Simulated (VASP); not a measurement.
Here is a VASP 6.6.1 calculation.

File INCAR:

```
SYSTEM = Zn2S
PREC = Accurate
ENCUT = 600
EDIFF = 1E-6
ISMEAR = 0
SIGMA = 0.1
LREAL = .False.
LASPH = .True.
NELM = 100
ALGO = Normal
ISIF = 3
LWAVE = .False.
LCHARG = .False.
GGA = PE
IBRION = 2
NSW = 90
EDIFFG = -0.04
```

The input KPOINTS:

```
Automatic mesh
0
Gamma
  4 4 4
  0 0 0
```

File POSCAR:

```
Zn2S
1.0
   -3.2005276100      3.2005276100      2.4532527500
    3.2005276100     -3.2005276100      2.4532527500
    3.2005276100      3.2005276100     -2.4532527500
Zn S
4 2
Direct
    0.6575000300      0.8424999700      0.5000000000
    0.1575000300      0.6575000300      0.8150000600
    0.3424999700      0.1575000300      0.5000000000
    0.8424999700      0.3424999700      0.1849999400
    0.0000000000      0.0000000000      0.0000000000
    0.5000000000      0.5000000000      0.0000000000
```

Potentials or basis: VASP PAW PBE potentials, release 64 (Zn, S).

The run is started by

```console
$ cat potpaw_PBE.64/Zn/POTCAR potpaw_PBE.64/S/POTCAR > POTCAR
$ mpirun -np 1 vasp_std > vasp.out
```

(1) What does it give for the relaxed cell?

(2) What does it give for the relaxed volume?

(3) Estimate the band gap on the k mesh.

(4) What does it give for the space group after relaxing (to 0.05 Å)?

Results:

(1) a = 5.195 Å, b = 5.195 Å, c = 5.195 Å, α = 102.97°, β = 102.97°, γ = 123.43°.

(2) 17.18 Å³/atom.

(3) zero (band 30 reaches 4.89 eV, above the bottom of band 31 at 2.90 eV).

(4) I4/mcm (No. 140).

Caveat: the k points lie up to 0.40 Å⁻¹ apart in the final cell.
